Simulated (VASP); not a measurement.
Here is a VASP 6.6.1 calculation.

File INCAR:

```
SYSTEM = LiSi16
PREC = Accurate ; ENCUT = 520
EDIFF = 1E-6 ; ISMEAR = -1
SIGMA = 0.05 ; LREAL = Auto
LASPH = .True. ; NELM = 80
ALGO = Normal ; ISIF = 2
LWAVE = .False. ; LCHARG = .False.
NBANDS = 48 ; NELECT = 66.0
```

File KPOINTS:

```
regular mesh
0
Gamma
  2 2 2
  0 0 0
```

POSCAR

```
LiSi16
1.0
    0.0000000000      5.4300000000      5.4300000000
    5.4300000000      0.0000000000      5.4300000000
    5.4300000000      5.4300000000      0.0000000000
Si Li
16 1
Direct
   -0.0018883738      0.0020170206      0.0017765594
    0.1274739269      0.1242468818      0.1240956323
   -0.0019408126      0.0020133247      0.4980086233
    0.1227365831      0.1318893055      0.6226605825
   -0.0018518340      0.4981583357      0.0017735080
    0.1229311783      0.6229445583      0.1312176530
    0.0001522837      0.5002474153      0.4996120576
    0.1228163100      0.6228288469      0.6227377925
    0.4999829107     -0.0000270072      0.0000417869
    0.6242016521      0.1242262439      0.1240764418
    0.5019785815      0.0020138540      0.4979870288
    0.6241558745      0.1241803658      0.6275452541
    0.5019805195      0.4981357327      0.0017751274
    0.6242346819      0.6274614771      0.1241077545
    0.5019768702      0.4980829521      0.4980223060
    0.6317883084      0.6227789147      0.6226895540
    0.2504356395      0.7507275780      0.7488863379
```

Potentials or basis: VASP PAW LDA potentials, release 64 (Si, Li_sv).

Run with:

```sh
$ cat potpaw_LDA.64/Si/POTCAR potpaw_LDA.64/Li_sv/POTCAR > POTCAR
$ mpirun -np 1 vasp_std > vasp.out
```

Predict the largest force.

0.018 eV/Å.

Forces on the atoms (eV/Å):
```
Si   0.000 -0.002  0.002
Si   0.005 -0.004 -0.006
Si   0.001  0.000  0.001
Si   0.001 -0.005  0.006
Si  -0.001 -0.001  0.000
Si   0.002  0.001  0.000
Si   0.001  0.001 -0.002
Si  -0.004 -0.005  0.001
Si   0.000  0.000  0.001
Si   0.006  0.006  0.005
Si   0.000  0.000 -0.001
Si  -0.007 -0.007  0.006
Si  -0.002  0.000  0.001
Si  -0.004  0.005 -0.006
Si   0.000  0.000  0.001
Si  -0.004  0.000  0.006
Li   0.005  0.009 -0.015
```

Caveat: the k points lie up to 0.50 Å⁻¹ apart; the cell carries a net charge on a neutralising background, which shifts energy and pressure.
